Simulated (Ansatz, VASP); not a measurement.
ZnSe: VASP beside Ansatz

The input INCAR:

```
ALGO     = Normal         # electronic algorithm
EDIFF    = 1E-6           # SCF threshold, eV
ENCUT    = 520            # plane-wave cutoff, eV
ISIF     = 2              # what is computed and relaxed
ISMEAR   = 0              # smearing method
LASPH    = True           # aspherical terms in the spheres
LCHARG   = False          # write CHGCAR
LREAL    = False          # projectors in reciprocal space
LWAVE    = False          # write WAVECAR
NBANDS   = 16             # bands
NELM     = 80             # most SCF steps
PREC     = Accurate       # precision mode
SIGMA    = 0.05           # smearing width, eV
```

The input KPOINTS:

```
k-points
0
Gamma
  10 10 10
```

Contents of POSCAR:

```
ZnSe
1.0
    0.0000000000      3.1426738117      2.6197680991
    2.6197680991      0.0000000000      2.6197680991
    2.6197680991      3.1426738117      0.0000000000
Zn Se
1 1
Direct
    0.0000000000      0.0000000000      0.0000000000
    0.7500000000      0.7500000000      0.7500000000
```

Input for Ansatz:

```yaml
crystal:
  lattice:
    - [0.0, 3.1426738117, 2.6197680991]
    - [2.6197680991, 0.0, 2.6197680991]
    - [2.6197680991, 3.1426738117, 0.0]
  atoms:
    - { symbol: Zn, position: [0.0, 0.0, 0.0] }
    - { symbol: Se, position: [0.75, 0.75, 0.75] }
basis:
  ecutwfc: 520.0
kpoints:
  mp_grid: { grid: [10, 10, 10] }
hamiltonian:
  xc: lda
  pseudopotentials: { kind: paw, azcp: { folder: soft_1 } }
scf:
  occupations: { method: gaussian, width: 0.05 }
output:
  forces: true
  stress: true
  eigenvalues: true
```

Alike in both runs: task single point; functional LDA; k mesh 10 × 10 × 10; occupations gaussian, width 0.05 eV; no spin polarisation.

|  | VASP | Ansatz |
| --- | --- | --- |
| version | VASP 6.6.1 | Ansatz 0.2.0 |
| potentials or method | VASP PAW LDA potentials, release 64 (Zn, Se), cutoff 520 eV | scalar-relativistic, plane waves, PAW |
| valence electrons in the cell | 18 | 28 |

Ansatz gave:

* gap on the k mesh at the Fermi level (eV): 0.75
* least direct gap on the mesh (eV): 0.75
* pressure (GPa): -0.6
* traceless stress, the component that is largest in VASP (GPa): -6.45

Which values does VASP return?

gap on the k mesh at the Fermi level (eV): 0.79; least direct gap on the mesh (eV): 0.79; pressure (GPa): -0.3; traceless stress, the component that is largest in VASP (GPa): -6.41.

Ansatz warns that its potentials were made for another functional, while VASP's fit it. LDA's correlation is that of Perdew and Zunger in VASP and of Perdew and Wang (1992) in Ansatz. VASP's potentials hold 18 valence electrons a cell and Ansatz's 28, so a difference there can come from the potentials and not from the codes.
